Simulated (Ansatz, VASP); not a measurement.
# GaN: VASP beside Ansatz

Contents of INCAR:

```
SYSTEM = GaN
  PREC = Accurate
  ENCUT = 520
  EDIFF = 1E-6
  ISMEAR = 0
  SIGMA = 0.05
  LREAL = .FALSE.
  LASPH = .TRUE.
  NELM = 100
  ALGO = Normal
  ISIF = 2
  LWAVE = .FALSE.
  LCHARG = .TRUE.
  GGA = PE
  LELF = .TRUE.
  LVHAR = .TRUE.
  NBANDS = 16
```

File KPOINTS:

```
Automatic mesh
0
G
  10 10 10
  0 0 0
```

File POSCAR:

```
GaN
1.0
    0.0000000000      2.2401249154      2.2742384928
    2.2401249154      0.0000000000      2.2742384928
    2.2401249154      2.2401249154      0.0000000000
Ga N
1 1
Direct
    0.0000000000      0.0000000000      0.0000000000
    0.7500000000      0.7500000000      0.7500000000
```

Input for Ansatz:

```yaml
crystal:
  lattice:
    - [0.0, 2.2401249154, 2.2742384928]
    - [2.2401249154, 0.0, 2.2742384928]
    - [2.2401249154, 2.2401249154, 0.0]
  atoms:
    - { symbol: Ga, position: [0.0, 0.0, 0.0] }
    - { symbol: "N", position: [0.75, 0.75, 0.75] }
basis:
  ecutwfc: 420
kpoints:
  mp_grid: { grid: [10, 10, 10] }
hamiltonian:
  xc: pbe
scf:
  occupations: { method: gaussian, width: 0.05 }
output:
  forces: true
  stress: true
  eigenvalues: true
```

Change from the starting cell: strain -0.015 along x and y, +0.000 along z, atoms carried along.

Alike in both runs: task single point; functional PBE; k mesh 10 × 10 × 10; occupations gaussian, width 0.05 eV; no spin polarisation.

```csv
,VASP,Ansatz
version,VASP 6.6.1,Ansatz 0.2.0
potentials or method,"VASP PAW PBE potentials, release 64 (Ga_d, N), cutoff 520 eV","scalar-relativistic, plane waves, PAW"
valence electrons in the cell,18,18
```

```tsv
	VASP	Ansatz	Ansatz less VASP
gap on the k mesh at the Fermi level (eV)	1.72	1.71	-0.008
least direct gap on the mesh (eV)	1.72	1.71	-0.008
pressure (GPa)	5.6	5.5	-0.06
traceless stress, the component that is largest in VASP (GPa)	-1.26	-1.25	+0.004
```

The functional is the same, so the differences come from potentials, cutoffs and numerics.
